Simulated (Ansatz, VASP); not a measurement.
## One calculation of Cu, two programs

```xyz
1
Lattice="11.5703 0.0000 0.0000 0.0000 2.2382 0.0000 -4.5956 0.0000 21.7434" Properties=species:S:1:pos:R:3 pbc="T T T"
Cu    3.4873    1.1191   10.8717
```

Alike in both runs: task single point; functional PBEsol; k mesh 2 × 6 × 1; occupations gaussian, width 0.1 eV; no spin polarisation.

```csv
,VASP,Ansatz
version,VASP 6.6.1,Ansatz 0.2.0
potentials or method,"VASP PAW PBE potentials, release 64 (Cu), cutoff 520 eV","scalar-relativistic, plane waves, PAW"
valence electrons in the cell,11,19
```

VASP gave:

* pressure (GPa): 0.0
* traceless stress, the component that is largest in VASP (GPa): 0.06

Problem. What did Ansatz give for the same quantities?

Solution. Pressure (GPa): 0.0; traceless stress, the component that is largest in VASP (GPa): 0.05.

VASP's potentials were made for PBE, not for PBEsol. The functional is the same, so the differences come from potentials, cutoffs and numerics. VASP's potentials hold 11 valence electrons a cell and Ansatz's 19, so a difference there can come from the potentials and not from the codes.

The k mesh is coarse, so the values compare programs but aren't converged.
